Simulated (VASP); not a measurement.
# Cd (P6_3/mmc) in VASP: further runs

Runs on Cd. Level: PBE. Tasks: single point.

All numbers are computed with VASP 6.6.1; they aren't measurements. Logs are shortened: lines on timing, memory, paths and dates and some standing lists are left out, and cuts for length are marked.

### 1 The cell of the first run

Symmetry: P6_3/mmc, No. 194, hexagonal system. Conventional cell: a = 3.053 Å, b = 3.053 Å, c = 5.758 Å, α = 90.00°, β = 90.00°, γ = 120.00°. Cd (site symmetry -6m2) has 12 Cd at 3.05 to 3.38 Å within 4.0 Å.

### 2 Single point, PBE (strain +0.025 along x and y, +0.025 along z)

Input file INCAR:

```
SYSTEM = Cd
ALGO = Normal ; EDIFF = 1E-6
ENCUT = 500 ; GGA = PE
GGA_COMPAT = .FALSE. ; ISIF = 2
ISMEAR = 0 ; LASPH = .TRUE.
LCHARG = .FALSE. ; LREAL = .FALSE.
LWAVE = .FALSE. ; NBANDS = 19
NELM = 120 ; PREC = Accurate
SIGMA = 0.15
```

Input file KPOINTS:

```
k-points
0
G
  18 18 8
  0 0 0
```

Input file POSCAR:

```
Cd
1.0
    3.0533443208      0.0000000000      0.0000000000
   -1.5266721604      2.6442737483      0.0000000000
    0.0000000000      0.0000000000      5.7580912500
Cd
2
Direct
    0.3333333333      0.6666666667      0.2500000000
    0.6666666667      0.3333333333      0.7500000000
```

Potentials or basis: VASP PAW PBE potentials, release 64 (Cd).

Launch:

```
cat potpaw_PBE.64/Cd/POTCAR > POTCAR
mpirun -np 1 vasp_std > vasp.out
```

OUTCAR:

```text
SYSTEM = Cd
   EDIFF = 1E-6
   ENCUT = 500
   GGA = PE
   ISIF = 2
   ISMEAR = 0
   LASPH = .TRUE.
   LREAL = .FALSE.
   NELM = 120
   PREC = Accurate

 ion  position               nearest neighbor table
   1  0.333  0.667  0.250-   2 3.38   2 3.38   2 3.38   2 3.38   2 3.38   2 3.38
   2  0.667  0.333  0.750-   1 3.38   1 3.38   1 3.38   1 3.38   1 3.38   1 3.38

  LATTYP: Found a hexagonal cell.
 ALAT       =     3.0533443208
 C/A-ratio  =     1.8858309594

  Lattice vectors:

 A1 = (   3.0533443208,   0.0000000000,   0.0000000000)
 A2 = (  -1.5266721604,   2.6442737483,   0.0000000000)
 A3 = (   0.0000000000,   0.0000000000,   5.7580912500)

Analysis of symmetry for initial positions (statically):
=====================================================================
 Subroutine PRICEL returns:
 Original cell was already a primitive cell.

 Routine SETGRP: Setting up the symmetry group for a
 hexagonal supercell.

 Subroutine GETGRP returns: Found 24 space group operations
 (whereof 12 operations were pure point group operations)
 out of a pool of 24 trial point group operations.

The static configuration has the point symmetry D_3d.
 The point group associated with its full space group is D_6h.

Analysis of symmetry for dynamics (positions and initial velocities):
=====================================================================
 Subroutine PRICEL returns:
 Original cell was already a primitive cell.

 Routine SETGRP: Setting up the symmetry group for a
 hexagonal supercell.

 Subroutine GETGRP returns: Found 24 space group operations
 (whereof 12 operations were pure point group operations)
 out of a pool of 24 trial point group operations.

The dynamic configuration has the point symmetry D_3d.
 The point group associated with its full space group is D_6h.

 Subroutine INISYM returns: Found 24 space group operations
 (whereof 12 operations are pure point group operations),
 and found     1 'primitive' translations

----------------------------------------------------------------------------------------

                                     Primitive cell

  volume of cell :      46.4901

  direct lattice vectors                    reciprocal lattice vectors
     3.053344321  0.000000000  0.000000000     0.327509738  0.189087836  0.000000000
    -1.526672160  2.644273748  0.000000000     0.000000000  0.378175671  0.000000000
     0.000000000  0.000000000  5.758091250     0.000000000  0.000000000  0.173668661

  length of vectors
     3.053344321  3.053344321  5.758091250     0.378175671  0.378175671  0.173668661

  position of ions in fractional coordinates (direct lattice)
     0.333333333  0.666666667  0.250000000
     0.666666667  0.333333333  0.750000000

  ion indices of the primitive-cell ions
   primitive index   ion index
                 1           1
                 2           2

----------------------------------------------------------------------------------------

 KPOINTS: k-points

Automatic generation of k-mesh.
 Grid dimensions read from file:
 generate k-points for:   18   18    8

 Generating k-lattice:

  Cartesian coordinates                     Fractional coordinates (reciprocal lattice)
     0.018194985  0.010504880  0.000000000     0.055555556  0.000000000  0.000000000
     0.000000000  0.021009760  0.000000000     0.000000000  0.055555556  0.000000000
     0.000000000  0.000000000  0.021708583     0.000000000  0.000000000  0.125000000

  Length of vectors
     0.021009760  0.021009760  0.021708583

  Shift w.r.t. Gamma in fractional coordinates (k-lattice)
     0.000000000  0.000000000  0.000000000

 Subroutine IBZKPT returns following result:
 ===========================================

 Found    185 irreducible k-points:

 Following reciprocal coordinates:
            Coordinates               Weight
  0.000000  0.000000  0.000000      1.000000
  0.055556 -0.000000  0.000000      6.000000
  0.111111 -0.000000  0.000000      6.000000
  0.166667 -0.000000  0.000000      6.000000
  0.222222 -0.000000  0.000000      6.000000
  0.277778 -0.000000  0.000000      6.000000
[... 16 lines left out ...]
  0.333333  0.111111  0.000000     12.000000
  0.388889  0.111111  0.000000     12.000000
 [... further k-points ...]
   k-points           NKPTS =    185   k-points in BZ     NKDIM =    185   number of bands    NBANDS=     19
   number of dos      NEDOS =    301   number of ions     NIONS =      2
   total plane-waves  NPLWV =  24192
   dimension x,y,z NGX =    24 NGY =   24 NGZ =   42
   dimension x,y,z NGXF=    48 NGYF=   48 NGZF=   84
   ions per type =               2
   NGX,Y,Z   is equivalent  to a cutoff of  13.07, 13.07, 12.13 a.u.
   NGXF,Y,Z  is equivalent  to a cutoff of  26.13, 26.13, 24.25 a.u.
 SYSTEM =  Cd
   PREC   = accura    normal or accurate (medium, high low for compatibility)
   ISTART =      0    job   : 0-new  1-cont  2-samecut
   ICHARG =      2    charge: 1-file 2-atom 10-const
   ISPIN  =      1    spin polarized calculation?
   LNONCOLLINEAR =      F non collinear calculations
   LSORBIT =      F    spin-orbit coupling
   LASPH  =      T    aspherical Exc in radial PAW
   ENCUT  =  500.0 eV  36.75 Ry    6.06 a.u.   5.57  5.57 10.50*2*pi/ulx,y,z
   NELM   =    120;   NELMIN=  2; NELMDL= -5     # of ELM steps
   EDIFF  = 0.1E-05   stopping-criterion for ELM
   LREAL  =      F    real-space projection
   EDIFFG = 0.1E-04   stopping-criterion for IOM
   NSW    =      0    number of steps for IOM
   IBRION =     -1    ionic relax: 0-MD 1-quasi-New 2-CG
   NFREE  =      0    steps in history (QN), initial steepest desc. (CG)
   ISIF   =      2    stress and relaxation
   ISYM   =      2    0-nonsym 1-usesym 2-fastsym
   POTIM  = 0.5000    time-step for ionic-motion
   TEBEG  =    0.0;   TEEND  =   0.0 temperature during run
   PSTRESS=    0.0 pullay stress
   NELECT =      24.0000    total number of electrons
   NUPDOWN=      -1.0000    fix difference up-down
   EMIN   =  10.00;   EMAX   =-10.00  energy-range for DOS
   EFERMI =   0.00;   METHOD = LEGACY
   ISMEAR =     0;   SIGMA  =   0.15  broadening in eV -4-tet -1-fermi 0-gaus
   EFERMI_NEDOS =   21; number of points for ismear=-14 and -15
   IALGO  =     38    algorithm
   IMIX   =      4    mixing-type and parameters
     AMIX     =   0.40;   BMIX     =  1.00
     AMIX_MAG =   1.60;   BMIX_MAG =  1.00
  volume/ion in A,a.u.               =      23.25       156.87
  Fermi-wavevector in a.u.,A,eV,Ry     =   1.313283  2.481745 23.466136  1.724712
  Thomas-Fermi vector in A             =   2.443617
   LORBIT       =      0    0 simple, 1 ext, 2 COOP (PROOUT), +10 PAW based schemes
   GGA     = PE    functional components
   LHFCALC =     F    Hartree Fock is set to
   AEXX    =    0.0000 exact exchange contribution
   IVDW    =     0    specifies the selected vdW correction
   LEPSILON=     F    determine dielectric tensor
   LRPA    =     F    only Hartree local field effects (RPA)
 non-spin polarized calculation
 Gauss-broadening in eV      SIGMA  =   0.15
  energy-cutoff  :      500.00
  volume of cell :       46.49
 maximum number of plane-waves:      1215
 NGX is ok and might be reduce to    24
   NGX = 11   NGY = 11   NGZ = 21

 number of electron      23.9999995 magnetization

 Free energy of the ion-electron system (eV)
  ---------------------------------------------------
  ext. energy  EPLUGINS =         0.00000000
  ---------------------------------------------------
  free energy    TOTEN  =        -1.49658417 eV

  energy without entropy =       -1.48966102  energy(sigma->0) =       -1.49312259

 E-fermi :   2.5315     XC(G=0): -10.6452

 val. band max:        2.5306574772   @ k =   0.0000   0.0000   0.2500
 cond. band min:       2.5323472146   @ k =   0.3333   0.1111   0.0000
 fundamental gap:      0.0016897374
 Fermi energy:         2.5314865389

 k-point     1 :       0.0000    0.0000    0.0000
  band No.  band energies     occupation
      1      -7.1293      2.00000
      2      -6.9115      2.00000
      3      -6.6164      2.00000
      4      -6.6164      2.00000
      5      -6.5738      2.00000
      6      -6.5738      2.00000
[... 11 lines left out ...]
     18      16.6229      0.00000
     19      17.7605      0.00000

 k-point     2 :       0.0556   -0.0000    0.0000
  band No.  band energies     occupation
      1      -7.1017      2.00000
      2      -6.8892      2.00000
      3      -6.6257      2.00000
      4      -6.5916      2.00000
      5      -6.5829      2.00000
      6      -6.5498      2.00000
[... 11 lines left out ...]
     18      16.6200      0.00000
     19      18.0322      0.00000

 k-point     3 :       0.1111   -0.0000    0.0000
  band No.  band energies     occupation
      1      -7.0323      2.00000
      2      -6.8389      2.00000
      3      -6.6488      2.00000
      4      -6.5997      2.00000
      5      -6.5196      2.00000
      6      -6.4804      2.00000
[... 11 lines left out ...]
     18      16.5046      0.00000
     19      17.6855      0.00000

 k-point     4 :       0.1667   -0.0000    0.0000
  band No.  band energies     occupation
      1      -6.9766      2.00000
      2      -6.7872      2.00000
      3      -6.6890      2.00000
      4      -6.5660      2.00000
      5      -6.4072      2.00000
      6      -6.3721      2.00000
[... 11 lines left out ...]
     18      15.6056      0.00000
     19      16.0719      0.00000

 k-point     5 :       0.2222   -0.0000    0.0000
  band No.  band energies     occupation
      1      -7.0008      2.00000
      2      -6.8057      2.00000
      3      -6.6454      2.00000
      4      -6.4976      2.00000
      5      -6.4653      2.00000
      6      -6.2789      2.00000
[... 11 lines left out ...]
     18      14.8732      0.00000
     19      15.2715      0.00000

 k-point     6 :       0.2778   -0.0000    0.0000
  band No.  band energies     occupation
      1      -7.0708      2.00000
      2      -6.8870      2.00000
      3      -6.6443      2.00000
      4      -6.5387      2.00000
      5      -6.3674      2.00000
      6      -6.3296      2.00000
[... 11 lines left out ...]
     18      15.0068      0.00000
     19      15.2144      0.00000

 k-point     7 :       0.3333   -0.0000    0.0000
  band No.  band energies     occupation
      1      -7.1480      2.00000
      2      -6.9686      2.00000
      3      -6.7743      2.00000
      4      -6.4443      2.00000
      5      -6.4439      2.00000
      6      -6.3540      2.00000
[... 11 lines left out ...]
     18      14.8051      0.00000
     19      15.6506      0.00000

 k-point     8 :       0.3889   -0.0000    0.0000
  band No.  band energies     occupation
      1      -7.2136      2.00000
      2      -7.0357      2.00000
      3      -6.8742      2.00000
      4      -6.5045      2.00000
      5      -6.3826      2.00000
      6      -6.3706      2.00000
[... 256 lines left out ...]
 k-point    20 :       0.1667    0.1111    0.0000
  band No.  band energies     occupation
      1      -6.8940      2.00000
      2      -6.7609      2.00000
      3      -6.6851      2.00000
      4      -6.5493      2.00000
      5      -6.5112      2.00000
      6      -6.4080      2.00000
[... 11 lines left out ...]
     18      14.8013      0.00000
     19      14.9461      0.00000

 k-point    21 :       0.2222    0.1111    0.0000
  band No.  band energies     occupation
      1      -6.9668      2.00000
      2      -6.7984      2.00000
      3      -6.6485      2.00000
      4      -6.5980      2.00000
      5      -6.4593      2.00000
      6      -6.4208      2.00000
[... 11 lines left out ...]
     18      14.1116      0.00000
     19      14.7003      0.00000

 k-point    22 :       0.2778    0.1111    0.0000
  band No.  band energies     occupation
      1      -7.0433      2.00000
      2      -6.8676      2.00000
      3      -6.7675      2.00000
      4      -6.5002      2.00000
      5      -6.4824      2.00000
      6      -6.3354      2.00000
[... 11 lines left out ...]
     18      13.5292      0.00000
     19      14.3582      0.00000

 k-point    23 :       0.3333    0.1111    0.0000
  band No.  band energies     occupation
      1      -7.1068      2.00000
      2      -6.9271      2.00000
      3      -6.8581      2.00000
      4      -6.5277      2.00000
      5      -6.3904      2.00000
      6      -6.3892      2.00000
[... 11 lines left out ...]
     18      13.0855      0.00000
     19      14.0654      0.00000

 k-point    24 :       0.3889    0.1111    0.0000
  band No.  band energies     occupation
      1      -7.1484      2.00000
      2      -6.9664      2.00000
      3      -6.9146      2.00000
      4      -6.5414      2.00000
      5      -6.4301      2.00000
      6      -6.3301      2.00000
[... 11 lines left out ...]
     18      12.8073      0.00000
     19      13.8825      0.00000

 [... further k-points ...]

------------------------ aborting loop because EDIFF is reached ----------------------------------------

  FORCE on cell =-STRESS in cart. coord.  units (eV):
  Direction    XX          YY          ZZ          XY          YZ          ZX
  --------------------------------------------------------------------------------------
  -------------------------------------------------------------------------------------
  Total       -0.1672771     -0.1672771     -0.0931415     -0.0000000     -0.0000000     -0.0000000
  in kB       -5.7648272     -5.7648272     -3.2099117     -0.0000000     -0.0000000     -0.0000000
  external PRESSURE =      -4.9131887 kB  Pullay stress =       0.0000000 kB

 VOLUME and BASIS-vectors are now :
 -----------------------------------------------------------------------------
  energy-cutoff  :      500.00
  volume of cell :       46.49
      direct lattice vectors                 reciprocal lattice vectors
     3.053344321  0.000000000  0.000000000     0.327509738  0.189087836  0.000000000
    -1.526672160  2.644273748  0.000000000     0.000000000  0.378175671  0.000000000
     0.000000000  0.000000000  5.758091250     0.000000000  0.000000000  0.173668661

 POSITION                                       TOTAL-FORCE (eV/Angst)
 -----------------------------------------------------------------------------------
     -0.00000      1.76285      1.43952         0.000000      0.000000      0.000000
      1.52667      0.88142      4.31857        -0.000000      0.000000      0.000000
 -----------------------------------------------------------------------------------
    total drift:                                0.000000     -0.000000      0.000000

  FREE ENERGIE OF THE ION-ELECTRON SYSTEM (eV)
  ---------------------------------------------------
  free  energy   TOTEN  =        -1.4965841670 eV

  energy  without entropy=       -1.4896610186  energy(sigma->0) =       -1.49312259
```

Run time: 2.2 min. Hardware: 1 thread of Intel Xeon 8259CL, shared host; peak memory 0.25 GiB.

What came out:

```yaml
Free_energy: -1.4966 eV
Pressure: -0.5 GPa
Band_gap_on_the_k_mesh: zero (bands 12 and 13 overlap by 4.12 eV)
```

Levels at points of the mesh, in eV from the Fermi level:
```csv
k point,band 8,band 9,band 10,band 11,band 12,band 13,band 14,band 15,band 16,band 17
"(0.00, 0.00, 0.00)",-8.70,-8.49,-8.49,-8.44,-3.13,-2.78,10.06,14.02,14.02,14.07
"(0.50, 0.00, 0.00)",-8.52,-8.26,-8.24,-2.21,-1.89,1.78,2.72,2.91,4.99,7.97
"(0.00, 0.00, 0.50)",-8.58,-8.58,-8.58,-7.04,-7.04,3.45,3.45,14.38,14.38,14.93
"(0.50, 0.00, 0.50)",-8.49,-8.25,-8.25,-1.40,-1.40,-0.16,-0.16,7.67,7.67,9.48
```

Caveat: the cell differs from its parent crystal (strain +0.025 along x and y, +0.025 along z).

### 3 Single point, PBE (strain +0.025 along x and y, +0.050 along z)

Input file INCAR:

```
SYSTEM = Cd
PREC = Accurate
ENCUT = 500
EDIFF = 1E-6
ISMEAR = 0
SIGMA = 0.15
LREAL = .False.
LASPH = .True.
NELM = 120
ALGO = Normal
ISIF = 2
LWAVE = .False.
LCHARG = .True.
GGA = PE
LELF = .True.
LVHAR = .True.
NBANDS = 19
GGA_COMPAT = .False.
```

Input file KPOINTS:

```
regular mesh
0
Gamma
  18 18 8
  0 0 0
```

Changes to POSCAR since step 2:

```diff
@@ -4,3 +4,3 @@
    -1.5266721604      2.6442737483      0.0000000000
-    0.0000000000      0.0000000000      5.7580912500
+    0.0000000000      0.0000000000      5.8985325000
 Cd
```

Potentials or basis: VASP PAW PBE potentials, release 64 (Cd).

Launch:

```
cat potpaw_PBE.64/Cd/POTCAR > POTCAR
mpirun -np 1 vasp_std > vasp.out
```

Run time: 2.9 min. Hardware: 1 thread of Intel Xeon 8259CL, shared host; peak memory 0.26 GiB.

The run converged. Its results:

| Quantity | Value |
| --- | --- |
| Free energy | -1.4916 eV |
| Pressure | -1.2 GPa |
| Band gap on the k mesh | zero (bands 12 and 13 overlap by 4.21 eV) |

Stress tensor (GPa, compression positive):
```
-1.32  0.00  0.00
 0.00 -1.32  0.00
 0.00  0.00 -1.09
```

Levels at points of the mesh, in eV from the Fermi level:
```
           k point  band 8  band 9  band 10  band 11  band 12  band 13  band 14  band 15  band 16  band 17
(0.00, 0.00, 0.00)   -8.62   -8.44    -8.44    -8.23    -3.34    -2.70     9.37    13.36    14.19    14.19
(0.50, 0.00, 0.00)   -8.45   -8.19    -8.17    -2.04    -1.73     1.66     2.55     2.94     4.94     8.17
(0.00, 0.00, 0.50)   -8.52   -8.52    -8.52    -6.91    -6.91     3.09     3.09    14.51    14.51    15.05
(0.50, 0.00, 0.50)   -8.45   -8.18    -8.18    -1.27    -1.27    -0.10    -0.10     7.37     7.37     9.57
```

Caveat: the cell differs from its parent crystal (strain +0.025 along x and y, +0.050 along z).

### 4 Single point, PBE (strain -0.050 along x and y, -0.025 along z)

Input file INCAR:

```
SYSTEM = Cd
PREC = Accurate
ENCUT = 500
EDIFF = 1E-6
ISMEAR = 0
SIGMA = 0.15
LREAL = .FALSE.
LASPH = .TRUE.
NELM = 120
ALGO = Normal
ISIF = 2
LWAVE = .FALSE.
LCHARG = .FALSE.
GGA = PE
NBANDS = 19
GGA_COMPAT = .FALSE.
```

Input file KPOINTS:

```
Automatic mesh
0
G
  18 18 8
  0 0 0
```

Input file POSCAR:

```
Cd
1.0
    2.8299288827      0.0000000000      0.0000000000
   -1.4149644413      2.4507903033      0.0000000000
    0.0000000000      0.0000000000      5.4772087500
Cd
2
Direct
    0.3333333333      0.6666666667      0.2500000000
    0.6666666667      0.3333333333      0.7500000000
```

Launch:

```
cat potpaw_PBE.64/Cd/POTCAR > POTCAR
mpirun -np 1 vasp_std > vasp.out
```

Wall time 2 min (1 thread of Intel Xeon 8259CL, shared host); peak memory 0.24 GiB.

It converged, with:

```
Free energy            : -1.1777 eV
Pressure               : 15.7 GPa
Band gap on the k mesh : zero (bands 12 and 13 overlap by 5.03 eV)
```

Stress tensor (GPa, compression positive):
```
18.31  0.00  0.00
 0.00 18.31  0.00
 0.00  0.00 10.34
```

Levels at points of the mesh, in eV from the Fermi level:
```csv
k point,band 9,band 10,band 11,band 12,band 13,band 14,band 15,band 16
"(0.00, 0.00, 0.00)",-8.98,-8.69,-8.69,-3.82,-3.27,10.55,15.17,15.55
"(0.50, 0.00, 0.00)",-8.32,-8.29,-2.68,-1.81,2.12,3.09,3.82,5.53
"(0.00, 0.00, 0.50)",-8.82,-8.82,-8.19,-8.19,3.60,3.60,15.54,15.54
"(0.50, 0.00, 0.50)",-8.30,-8.30,-1.93,-1.93,0.50,0.50,8.40,8.40
```

Caveat: the cell differs from its parent crystal (strain -0.050 along x and y, -0.025 along z); the cell stands under pressure.

### 5 Overview

```tsv
cell	gap on the mesh (eV)	pressure (GPa)
a = 3.053, b = 3.053, c = 5.758 Å, angles 90.0, 90.0, 120.0°, 2 atoms	none	-0.5
a = 3.053, b = 3.053, c = 5.899 Å, angles 90.0, 90.0, 120.0°, 2 atoms	none	-1.2
a = 2.830, b = 2.830, c = 5.477 Å, angles 90.0, 90.0, 120.0°, 2 atoms	none	15.7
```

Alike in all rows: task single point; level PBE; potentials or basis VASP PAW PBE potentials, release 64 (Cd); no spin polarisation; k mesh 18 × 18 × 8; cutoff (eV) 500; smearing gaussian 0.15 eV.

Caveats: the cell stands under pressure (at least some runs).

Total energies depend on the potentials used, so only differences within one code and one set of settings carry meaning.
